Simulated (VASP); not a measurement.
Runs of VASP 6.6.1 on Ti. The structure is that of space group Fd-3m (No. 227), or close to it. The cells are those of the table. 

```tsv
cell	k mesh	gap on the mesh (eV)	pressure (GPa)
a = 3.789 Å, angles 60.0°, 2 atoms	7 × 7 × 7	none	(a)
a = 3.836 Å, angles 60.0°, 2 atoms	6 × 6 × 6	none	0.0
a = 3.739 Å, angles 60.0°, 2 atoms	7 × 7 × 7	none	1.8
a = 3.764 Å, angles 60.0°, 2 atoms	7 × 7 × 7	none	0.4
```

Alike in all rows: task single point; level LDA; potentials or basis VASP PAW LDA potentials, release 64 (Ti_sv); no spin polarisation; cutoff (eV) 520; smearing methfessel-paxton 0.05 eV.

Fill in the values left out.

(a) -0.9.

A gap of «none» marks levels without a gap at the run's occupations.
